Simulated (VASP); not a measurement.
# Ag: single point with r2SCAN

Crystal: Ag.

```
Ag
1.0
    -1.66662    1.66662    1.66662
     1.66662   -1.66662    1.66662
     1.66662    1.66662   -1.66662
Ag
1
Direct
  0.00000 0.00000 0.00000
```

This cell differs from its parent crystal: volume scaled by 1.02.

```
Program                : VASP 6.6.1
Task                   : single point
Functional             : r2SCAN
Potentials or basis    : VASP PAW PBE potentials, release 64 (Ag)
Cutoff                 : 550 eV
k mesh                 : 11 × 11 × 11
Occupations            : fermi-dirac, width 0.05 eV
Spin                   : no spin polarisation
Dipole correction      : no
Further INCAR settings : ALGO = Normal; EDIFF = 1e-06; NBANDS = 12
```

* Pressure: -5.2 GPa

Levels at points of the mesh, in eV from the Fermi level:
```tsv
k point	band 4	band 5	band 6	band 7	band 8	band 9
(0.00, 0.00, 0.00)	-4.95	-3.77	-3.77	18.39	18.39	18.39
```

It took 52 s on 1 thread of Intel Xeon 8259CL, with other jobs on the host, peak memory 0.15 GiB.

Caveat: the PAW data sets were made with another functional, which shifts forces and pressure a little.
